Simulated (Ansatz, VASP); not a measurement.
One calculation of Ti, two programs

INCAR

```
PREC     = Accurate       # precision mode
ENCUT    = 520            # plane-wave cutoff, eV
EDIFF    = 1E-8           # SCF threshold, eV
ISMEAR   = -1             # smearing method
SIGMA    = 0.05           # smearing width, eV
LREAL    = F              # projectors in reciprocal space
LASPH    = T              # aspherical terms in the spheres
NELM     = 60             # most SCF steps
ALGO     = Normal         # electronic algorithm
ISIF     = 2              # what is computed and relaxed
LWAVE    = F              # write WAVECAR
LCHARG   = F              # write CHGCAR
GGA      = PS             # functional
LEFG     = T            
NBANDS   = 12             # bands
```

The input KPOINTS:

```
regular mesh
0
Gamma
  14 14 14
```

The input POSCAR:

```
Ti
1.0
   -1.6245900000      1.6410000000      1.6410000000
    1.6410000000     -1.6245900000      1.6410000000
    1.6410000000      1.6410000000     -1.6245900000
Ti
1
Direct
    0.0000000000      0.0000000000      0.0000000000
```

Input for Ansatz:

```yaml
crystal:
  lattice:
    - [-1.62459, 1.641, 1.641]
    - [1.641, -1.62459, 1.641]
    - [1.641, 1.641, -1.62459]
  atoms:
    - { symbol: Ti, position: [0.0, 0.0, 0.0] }
kpoints:
  mp_grid: { grid: [14, 14, 14] }
scf:
  occupations: { method: fermi_dirac, width: 0.05 }
hamiltonian:
  xc: pbesol
  pseudopotentials: { kind: paw }
output:
  forces: true
  stress: true
  eigenvalues: true
  efg: { contact_densities: true }
```

Change from the starting cell: equal xy, yz and zx shear strains of +1 %, PAW files.

Alike in both runs: task electric field gradients; functional PBEsol; k mesh 14 × 14 × 14; occupations fermi-dirac, width 0.05 eV; no spin polarisation.

|  | VASP | Ansatz |
| --- | --- | --- |
| version | VASP 6.6.1 | Ansatz 0.2.0 |
| potentials or method | VASP PAW PBE potentials, release 64 (Ti_sv) | PAW with Ansatz's default frozen-core files, scalar-relativistic |
| plane-wave cutoff (eV) | 520 | 420 |
| valence electrons in the cell | 12 | 12 |

```csv
,VASP,Ansatz,Ansatz less VASP
pressure (GPa),-6.8,-6.7,+0.18
"traceless stress, the component that is largest in VASP (GPa)",-0.38,-0.38,-0.005
size of Vzz on the site where it differs most (V/Å²),4.3,4.4,+0.08
```

VASP's potentials were made for PBE, not for PBEsol. With one functional, cell and mesh, what is left measures potentials, basis and numerics.
